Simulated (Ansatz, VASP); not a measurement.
KTaO3: VASP beside Ansatz

```
CELL_PARAMETERS angstrom
3.90873 0.00000 0.00000
0.00000 3.90873 0.00000
0.00000 0.00000 3.90873
ATOMIC_POSITIONS crystal
K 0.50000 0.50000 0.50000
Ta 0.00000 0.00000 0.00000
O 0.50000 0.00000 0.00000
O 0.00000 0.50000 0.00000
O 0.00000 0.00000 0.50000
```

Alike in both runs: task single point; functional r2SCAN; k mesh 6 × 6 × 6; occupations gaussian, width 0.02 eV; no spin polarisation.

```csv
,VASP,Ansatz
version,VASP 6.6.1,Ansatz 0.2.0
potentials or method,"VASP PAW PBE potentials, release 64 (K_sv, Ta_sv_GW, O), cutoff 770 eV","scalar-relativistic, plane waves, PAW"
valence electrons in the cell,40,40
```

Ansatz gave:

| Property | Result |
| --- | --- |
| gap on the k mesh at the Fermi level (eV) | 2.78 |
| least direct gap on the mesh (eV) | 3.38 |
| pressure (GPa) | 14.8 |

**Question.** What did VASP give for the same quantities?

**Answer.** gap on the k mesh at the Fermi level (eV): 2.77; least direct gap on the mesh (eV): 3.39; pressure (GPa): 15.2.

VASP's potentials were made for PBE, not for r2SCAN.

Neither program's run includes spin-orbit coupling.
